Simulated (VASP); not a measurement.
The system is Li3S2.

```
CELL_PARAMETERS angstrom
5.77704 0.00000 0.00000
0.00000 7.41580 0.00000
0.00000 0.00000 4.14056
ATOMIC_POSITIONS crystal
Li 0.21775 0.50000 0.00000
Li 0.28225 0.50000 0.50000
Li 0.78225 0.50000 0.00000
Li 0.71775 0.50000 0.50000
Li 0.00000 0.00000 0.00000
Li 0.50000 0.00000 0.50000
S 0.25000 0.26220 0.25000
S 0.25000 0.73780 0.75000
S 0.75000 0.73780 0.75000
S 0.75000 0.26220 0.25000
```

- Program: VASP 6.6.1
- Task: relaxation of cell and atoms
- Functional: PBE
- Potentials or basis: VASP PAW PBE potentials, release 64 (Li_sv, S)
- Cutoff: 600 eV
- k mesh: 4 × 4 × 4
- Occupations: gaussian, width 0.1 eV
- Spin: no spin polarisation

At the start: pressure 8.1 GPa; volume 17.74 Å³/atom.

Question: How do energy, volume and symmetry change on relaxing?

Answer: Over 16 steps the energy falls by 259.2 meV/atom and the volume is 21.36 Å³/atom (+20.4 %); space group Pmna (No. 53, to 0.05 Å).

Step by step:
| step | energy change (eV) | largest force (eV/Å) | pressure (GPa) | volume (Å³) |
| --- | --- | --- | --- | --- |
| 1 | 0.0000 | 2.1456 | 8.10 | 177.39 |
| 2 | -1.1986 | 0.0525 | 0.71 | 201.34 |
| 3 | -1.2294 | 0.3274 | -0.58 | 208.16 |
| 4 | -1.8493 | 0.1586 | -0.76 | 215.38 |
| 5 | -2.2972 | 0.1879 | -0.96 | 226.20 |
| 6 | -2.3005 | 0.1897 | -0.98 | 226.83 |
| 7 | -2.3969 | 0.2237 | -0.54 | 221.09 |
| 8 | -2.4606 | 0.2704 | 0.25 | 212.71 |
| 9 | -2.4611 | 0.2759 | 0.37 | 211.63 |
| 10 | -2.4957 | 0.2404 | 0.21 | 212.34 |
| 11 | -2.5520 | 0.1626 | -0.31 | 214.37 |
| 12 | -2.5725 | 0.0952 | 0.39 | 211.82 |
| 13 | -2.5735 | 0.0897 | 0.26 | 212.27 |
| 14 | -2.5846 | 0.0548 | 0.07 | 213.55 |
| 15 | -2.5893 | 0.0169 | -0.15 | 215.04 |
| 16 | -2.5920 | 0.0289 | 0.00 | 213.63 |

Final structure:
```
CELL_PARAMETERS angstrom
6.10405 0.00000 0.00000
0.00000 6.44664 0.00000
0.00000 0.00000 5.42877
ATOMIC_POSITIONS crystal
Li 0.25942 0.50000 0.00000
Li 0.24058 0.50000 0.50000
Li 0.74058 0.50000 0.00000
Li 0.75942 0.50000 0.50000
Li 0.00000 0.00000 0.00000
Li 0.50000 0.00000 0.50000
S 0.25000 0.22651 0.25000
S 0.25000 0.77349 0.75000
S 0.75000 0.77349 0.75000
S 0.75000 0.22651 0.25000
```

Caveat: the k points lie up to 0.29 Å⁻¹ apart in the final cell; the cutoff is under 1.25 times the usual one of these potentials, so pressure, stress and relaxed cells hold a basis-set (Pulay) error; the volume moved by over 15 % at a fixed basis, so the end points are rough.
